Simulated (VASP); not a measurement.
# GaAs in VASP: notebook

The runs below take GaAs through single point, with LDA.

Program: VASP 6.6.1. These are calculated values, not measurements. Logs are shortened: lines on timing, memory, paths and dates and some standing lists are left out, and cuts for length are marked.

## Step 1: The cell of the first run

The cell holds a slab with vacuum, 6 atoms: a = 3.962 Å, b = 5.603 Å, c = 19.962 Å, α = 90.00°, β = 90.00°, γ = 90.00°.

## Step 2: Single point, LDA

INCAR reads:

```
SYSTEM = GaAs
PREC = Accurate ; ENCUT = 520
EDIFF = 1E-7 ; ISMEAR = -1
SIGMA = 0.02 ; LREAL = .False.
LASPH = .True. ; NELM = 60
ALGO = Normal ; ISIF = 2
LWAVE = .False. ; LCHARG = .False.
LDIPOL = .True. ; IDIPOL = 3
DIPOL = 0.5 0.5 0.500 ; GGA = CA
NBANDS = 36
```

KPOINTS reads:

```
Automatic mesh
0
Gamma
  7 5 1
  0 0 0
```

POSCAR reads:

```
GaAs
1.0
    3.9619516307      0.0000000000      0.0000000000
    0.0000000000      5.6030457296      0.0000000000
    0.0000000000      0.0000000000     19.9620000000
Ga As
3 3
Direct
    0.2500000000      0.1250000000      0.4007626583
    0.7500000000      0.6250000000      0.5000000000
    0.2500000000      0.1250000000      0.5992373417
    0.7500000000      0.8750000000      0.4007626583
    0.2500000000      0.3750000000      0.5000000000
    0.7500000000      0.8750000000      0.5992373417
```

Potentials or basis: VASP PAW LDA potentials, release 64 (Ga_d, As).

Started as:

```
$ cat potpaw_LDA.64/Ga_d/POTCAR potpaw_LDA.64/As/POTCAR > POTCAR
$ mpirun -np 1 vasp_std > vasp.out
```

OUTCAR:

```text
SYSTEM = GaAs
   PREC = Accurate
   ENCUT = 520
   EDIFF = 1E-7
   ISMEAR = -1
   LREAL = .False.
   LASPH = .True.
   NELM = 60
   ISIF = 2
   GGA = CA

 ion  position               nearest neighbor table
   1  0.250  0.125  0.401-   5 2.43   4 2.43   4 2.43
   2  0.750  0.625  0.500-   4 2.43   6 2.43   5 2.43   5 2.43
   3  0.250  0.125  0.599-   5 2.43   6 2.43   6 2.43
   4  0.750  0.875  0.401-   2 2.43   1 2.43   1 2.43
   5  0.250  0.375  0.500-   1 2.43   3 2.43   2 2.43   2 2.43
   6  0.750  0.875  0.599-   2 2.43   3 2.43   3 2.43

  LATTYP: Found a simple orthorhombic cell.
 ALAT       =     3.9619516307
 B/A-ratio  =     1.4142135624
 C/A-ratio  =     5.0384259730

  Lattice vectors:

 A1 = (   3.9619516307,   0.0000000000,   0.0000000000)
 A2 = (   0.0000000000,   5.6030457296,   0.0000000000)
 A3 = (   0.0000000000,   0.0000000000,  19.9620000000)

Analysis of symmetry for initial positions (statically):
=====================================================================
 Subroutine PRICEL returns:
 Original cell was already a primitive cell.

 Routine SETGRP: Setting up the symmetry group for a
 simple orthorhombic supercell.

 Subroutine GETGRP returns: Found  4 space group operations
 (whereof  2 operations were pure point group operations)
 out of a pool of  8 trial point group operations.

The static configuration has the point symmetry C_1h.
 The point group associated with its full space group is C_2v.

Analysis of symmetry for dynamics (positions and initial velocities):
=====================================================================
 Subroutine PRICEL returns:
 Original cell was already a primitive cell.

 Routine SETGRP: Setting up the symmetry group for a
 simple orthorhombic supercell.

 Subroutine GETGRP returns: Found  4 space group operations
 (whereof  2 operations were pure point group operations)
 out of a pool of  8 trial point group operations.

The dynamic configuration has the point symmetry C_1h.
 The point group associated with its full space group is C_2v.

 Subroutine INISYM returns: Found  4 space group operations
 (whereof  2 operations are pure point group operations),
 and found     1 'primitive' translations

----------------------------------------------------------------------------------------

                                     Primitive cell

  volume of cell :     443.1364

  direct lattice vectors                    reciprocal lattice vectors
     3.961951631  0.000000000  0.000000000     0.252400860  0.000000000  0.000000000
     0.000000000  5.603045730  0.000000000     0.000000000  0.178474360  0.000000000
     0.000000000  0.000000000 19.962000000     0.000000000  0.000000000  0.050095181

  length of vectors
     3.961951631  5.603045730 19.962000000     0.252400860  0.178474360  0.050095181

  position of ions in fractional coordinates (direct lattice)
     0.250000000  0.125000000  0.400762658
     0.750000000  0.625000000  0.500000000
     0.250000000  0.125000000  0.599237342
     0.750000000  0.875000000  0.400762658
     0.250000000  0.375000000  0.500000000
     0.750000000  0.875000000  0.599237342

  ion indices of the primitive-cell ions
   primitive index   ion index
                 1           1
                 2           2
                 3           3
                 4           4
                 5           5
                 6           6

----------------------------------------------------------------------------------------

 KPOINTS: Automatic mesh

Automatic generation of k-mesh.
 Grid dimensions read from file:
 generate k-points for:    7    5    1

 Generating k-lattice:

  Cartesian coordinates                     Fractional coordinates (reciprocal lattice)
     0.036057266  0.000000000  0.000000000     0.142857143  0.000000000  0.000000000
     0.000000000  0.035694872  0.000000000     0.000000000  0.200000000  0.000000000
     0.000000000  0.000000000  0.050095181     0.000000000  0.000000000  1.000000000

  Length of vectors
     0.036057266  0.035694872  0.050095181

  Shift w.r.t. Gamma in fractional coordinates (k-lattice)
     0.000000000  0.000000000  0.000000000

 Subroutine IBZKPT returns following result:
 ===========================================

 Found     12 irreducible k-points:

 Following reciprocal coordinates:
            Coordinates               Weight
  0.000000  0.000000  0.000000      1.000000
  0.142857  0.000000  0.000000      2.000000
  0.285714  0.000000  0.000000      2.000000
  0.428571  0.000000  0.000000      2.000000
  0.000000  0.200000  0.000000      2.000000
  0.142857  0.200000  0.000000      4.000000
  0.285714  0.200000  0.000000      4.000000
  0.428571  0.200000  0.000000      4.000000
  0.000000  0.400000  0.000000      2.000000
  0.142857  0.400000  0.000000      4.000000
  0.285714  0.400000  0.000000      4.000000
  0.428571  0.400000  0.000000      4.000000
   k-points           NKPTS =     12   k-points in BZ     NKDIM =     12   number of bands    NBANDS=     36
   number of dos      NEDOS =    301   number of ions     NIONS =      6
   total plane-waves  NPLWV = 189000
   dimension x,y,z NGX =    30 NGY =   42 NGZ =  150
   dimension x,y,z NGXF=    60 NGYF=   84 NGZF=  300
   ions per type =               3   3
   NGX,Y,Z   is equivalent  to a cutoff of  12.59, 12.46, 12.49 a.u.
   NGXF,Y,Z  is equivalent  to a cutoff of  25.18, 24.92, 24.98 a.u.
 SYSTEM =  GaAs
   PREC   = accura    normal or accurate (medium, high low for compatibility)
   ISTART =      0    job   : 0-new  1-cont  2-samecut
   ICHARG =      2    charge: 1-file 2-atom 10-const
   ISPIN  =      1    spin polarized calculation?
   LNONCOLLINEAR =      F non collinear calculations
   LSORBIT =      F    spin-orbit coupling
   LASPH  =      T    aspherical Exc in radial PAW
   ENCUT  =  520.0 eV  38.22 Ry    6.18 a.u.   7.37 10.42 37.12*2*pi/ulx,y,z
   NELM   =     60;   NELMIN=  2; NELMDL= -5     # of ELM steps
   EDIFF  = 0.1E-06   stopping-criterion for ELM
   LREAL  =      F    real-space projection
   EDIFFG = 0.1E-05   stopping-criterion for IOM
   NSW    =      0    number of steps for IOM
   IBRION =     -1    ionic relax: 0-MD 1-quasi-New 2-CG
   NFREE  =      0    steps in history (QN), initial steepest desc. (CG)
   ISIF   =      2    stress and relaxation
   ISYM   =      2    0-nonsym 1-usesym 2-fastsym
   POTIM  = 0.5000    time-step for ionic-motion
   TEBEG  =    0.0;   TEEND  =   0.0 temperature during run
   PSTRESS=    0.0 pullay stress
   NELECT =      54.0000    total number of electrons
   NUPDOWN=      -1.0000    fix difference up-down
   EMIN   =  10.00;   EMAX   =-10.00  energy-range for DOS
   EFERMI =   0.00;   METHOD = LEGACY
   ISMEAR =    -1;   SIGMA  =   0.02  broadening in eV -4-tet -1-fermi 0-gaus
   EFERMI_NEDOS =   21; number of points for ismear=-14 and -15
   IALGO  =     38    algorithm
   IMIX   =      4    mixing-type and parameters
     AMIX     =   0.40;   BMIX     =  1.00
     AMIX_MAG =   1.60;   BMIX_MAG =  1.00
  volume/ion in A,a.u.               =      73.86       498.41
  Fermi-wavevector in a.u.,A,eV,Ry     =   0.811634  1.533766  8.962837  0.658750
  Thomas-Fermi vector in A             =   1.921030
   LORBIT       =      0    0 simple, 1 ext, 2 COOP (PROOUT), +10 PAW based schemes
   GGA     = CA    functional components
   LHFCALC =     F    Hartree Fock is set to
   AEXX    =    0.0000 exact exchange contribution
   IVDW    =     0    specifies the selected vdW correction
   LEPSILON=     F    determine dielectric tensor
   LRPA    =     F    only Hartree local field effects (RPA)
 non-spin polarized calculation
  energy-cutoff  :      520.00
  volume of cell :      443.14
 maximum number of plane-waves:     11997
 NGX is ok and might be reduce to    30
   NGX = 15   NGY = 21   NGZ = 75

 number of electron      53.9999983 magnetization

 dipolmoment           0.000000      0.000000      0.000000 electrons x Angstroem

 Free energy of the ion-electron system (eV)
  ---------------------------------------------------
  ext. energy  EPLUGINS =         0.00000000
  ---------------------------------------------------
  free energy    TOTEN  =       -25.30126110 eV

  energy without entropy =      -25.28965342  energy(sigma->0) =      -25.29545726

 E-fermi :  -2.3307     XC(G=0):  -3.8126

 val. band max:       -2.3389309263   @ k =   0.4286   0.0000   0.0000
 cond. band min:      -2.3178393127   @ k =   0.4286   0.4000   0.0000
 fundamental gap:      0.0210916135
 Fermi energy:        -2.3306903564

 k-point     1 :       0.0000    0.0000    0.0000
  band No.  band energies     occupation
      1     -17.4266      2.00000
      2     -17.3635      2.00000
      3     -17.3496      2.00000
      4     -17.3382      2.00000
      5     -17.3164      2.00000
      6     -17.2963      2.00000
[... 28 lines left out ...]
     35       2.4635      0.00000
     36       2.5632      0.00000

 k-point     2 :       0.1429    0.0000    0.0000
  band No.  band energies     occupation
      1     -17.4259      2.00000
      2     -17.3656      2.00000
      3     -17.3501      2.00000
      4     -17.3363      2.00000
      5     -17.3151      2.00000
      6     -17.3057      2.00000
[... 28 lines left out ...]
     35       2.3271      0.00000
     36       2.6484      0.00000

 k-point     3 :       0.2857    0.0000    0.0000
  band No.  band energies     occupation
      1     -17.4263      2.00000
      2     -17.3729      2.00000
      3     -17.3525      2.00000
      4     -17.3329      2.00000
      5     -17.3213      2.00000
      6     -17.3134      2.00000
[... 28 lines left out ...]
     35       2.9265      0.00000
     36       3.2166      0.00000
[... 274 lines left out ...]
 k-point    11 :       0.2857    0.4000    0.0000
  band No.  band energies     occupation
      1     -17.4187      2.00000
      2     -17.3691      2.00000
      3     -17.3576      2.00000
      4     -17.3333      2.00000
      5     -17.3206      2.00000
      6     -17.3113      2.00000
[... 28 lines left out ...]
     35       3.3287      0.00000
     36       3.4921      0.00000

 k-point    12 :       0.4286    0.4000    0.0000
  band No.  band energies     occupation
      1     -17.4218      2.00000
      2     -17.3743      2.00000
      3     -17.3592      2.00000
      4     -17.3331      2.00000
      5     -17.3267      2.00000
      6     -17.3135      2.00000
[... 28 lines left out ...]
     35       3.2254      0.00000
     36       3.6009      0.00000

------------------------ aborting loop because EDIFF is reached ----------------------------------------

 vacuum level on the upper side and lower side of the slab       (xc-potential included)        -0.058        -0.058

  FORCE on cell =-STRESS in cart. coord.  units (eV):
  Direction    XX          YY          ZZ          XY          YZ          ZX
  --------------------------------------------------------------------------------------
  -------------------------------------------------------------------------------------
  Total       -1.8902713     -2.4173065      1.7682693      0.0000000      0.0000000      0.0000000
  in kB       -6.8343520     -8.7398689      6.3932488      0.0000000      0.0000000      0.0000000
  external PRESSURE =      -3.0603240 kB  Pullay stress =       0.0000000 kB

 VOLUME and BASIS-vectors are now :
 -----------------------------------------------------------------------------
  energy-cutoff  :      520.00
  volume of cell :      443.14
      direct lattice vectors                 reciprocal lattice vectors
     3.961951631  0.000000000  0.000000000     0.252400860  0.000000000  0.000000000
     0.000000000  5.603045730  0.000000000     0.000000000  0.178474360  0.000000000
     0.000000000  0.000000000 19.962000000     0.000000000  0.000000000  0.050095181

 POSITION                                       TOTAL-FORCE (eV/Angst)
 -----------------------------------------------------------------------------------
      0.99049      0.70038      8.00002         0.000000     -1.037837      0.716162
      2.97146      3.50190      9.98100         0.000000      0.505412      0.000000
      0.99049      0.70038     11.96198         0.000000     -1.037837     -0.716162
      2.97146      4.90267      8.00002         0.000000      0.393898     -1.163422
      0.99049      2.10114      9.98100         0.000000      0.782466      0.000000
      2.97146      4.90267     11.96198         0.000000      0.393898      1.163422
 -----------------------------------------------------------------------------------
    total drift:                                0.000000      0.000207     -0.000000

  FREE ENERGIE OF THE ION-ELECTRON SYSTEM (eV)
  ---------------------------------------------------
  free  energy   TOTEN  =       -25.3012611023 eV

  energy  without entropy=      -25.2896534207  energy(sigma->0) =      -25.29545726

 vacuum level on the upper side and lower side of the slab         2.636         2.636
```

Wall time 11 min (1 thread of Intel Xeon 8259CL, shared host); peak memory 0.43 GiB.

What came out:

| Property | Result |
| --- | --- |
| Free energy | -25.3013 eV |
| Largest force | 1.261 eV/Å |
| Band gap on the k mesh | 0.02 eV (least direct gap 0.04 eV) |

Forces in eV/Å, atoms in the order of the input:
```
Ga   0.000 -1.038  0.716
Ga   0.000  0.505  0.000
Ga   0.000 -1.038 -0.716
As   0.000  0.394 -1.163
As   0.000  0.782  0.000
As   0.000  0.394  1.163
```

Levels at points of the mesh, in eV from the valence-band top:
```csv
k point,band 24,band 25,band 26,band 27,band 28,band 29,band 30,band 31
"(0.00, 0.00, 0.00)",-1.50,-0.88,-0.66,-0.11,0.33,1.96,1.99,2.91
```

(Continued in part 2 of 2.)
